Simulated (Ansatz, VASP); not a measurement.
**BiTe: VASP beside Ansatz**

The input INCAR:

```
AGGAC = 1.0 ; AGGAX = 1.0
ALDAC = 0.0 ; ALDAX = 1.0
ALGO = Normal ; EDIFF = 1E-7
ENCUT = 520 ; GGA = B5
ISIF = 2 ; ISMEAR = -1
LASPH = T ; LCHARG = F
LREAL = F ; LWAVE = F
NBANDS = 18 ; NELM = 100
PREC = Accurate ; SIGMA = 0.05
```

KPOINTS

```
k-points
0
Gamma
  7 7 7
```

The input POSCAR:

```
BiTe
1.0
    2.4227077728      1.3987509848      3.3172919545
   -2.4227077728      1.3987509848      3.3172919545
    0.0000000000     -2.7975019696      3.3172919545
Bi Te
1 1
Direct
    0.5000000000      0.5000000000      0.5000000000
    0.0000000000      0.0000000000      0.0000000000
```

The input input.yaml:

```yaml
crystal:
  lattice:
    - [2.4227077728, 1.3987509848, 3.3172919545]
    - [-2.4227077728, 1.3987509848, 3.3172919545]
    - [0.0, -2.7975019696, 3.3172919545]
  atoms:
    - { symbol: Bi, position: [0.5, 0.5, 0.5] }
    - { symbol: Te, position: [0.0, 0.0, 0.0] }
hamiltonian:
  xc: blyp
  pseudopotentials: { kind: paw }
kpoints:
  mp_grid: { grid: [7, 7, 7] }
  band_path:
    path:
      - [[0.0, 0.0, 0.0], [0.5, 0.0, 0.0], [0.5, 0.2851949954, -0.2851949954]]
      - [[0.7148050046, 0.5, 0.2851949954], [0.5, 0.5, 0.5], [0.0, 0.0, 0.0], [0.3925974977, 0.0, -0.3925974977]]
      - [[0.6074025023, 0.3925974977, 0.0], [0.5, 0.5, 0.0], [0.6074025023, 0.6074025023, 0.2851949954], [0.5, 0.5, 0.5]]
      - [[0.5, 0.0, 0.0], [0.7148050046, 0.3925974977, 0.3925974977]]
    npoints: 14
scf:
  occupations: { method: fermi_dirac, width: 0.05 }
  n_extra_bands: 6
output:
  forces: true
  stress: true
  eigenvalues: true
  fatbands: false
```

Alike in both runs: functional BLYP; k mesh 7 × 7 × 7; occupations fermi-dirac, width 0.05 eV; no spin polarisation.

|  | VASP | Ansatz |
| --- | --- | --- |
| version | VASP 6.6.1 | Ansatz 0.2.0 |
| potentials or method | VASP PAW PBE potentials, release 64 (Bi_d, Te) | Ansatz PAW |
| plane-wave cutoff (eV) | 520 | 420 |
| valence electrons in the cell | 21 | 31 |
| task | single point | band structure |

```tsv
	VASP	Ansatz	Ansatz less VASP
gap on the k mesh at the Fermi level (eV)	none	none	-
pressure (GPa)	4.0	3.8	-0.15
traceless stress, the component that is largest in VASP (GPa)	0.13	0.16	+0.035
```

VASP's potentials were made for PBE, not for BLYP. A gap of «none» marks a metal or a gap that the smearing closes. VASP's potentials hold 21 valence electrons a cell and Ansatz's 31, so a difference there can come from the potentials and not from the codes.

Neither program's run includes spin-orbit coupling.
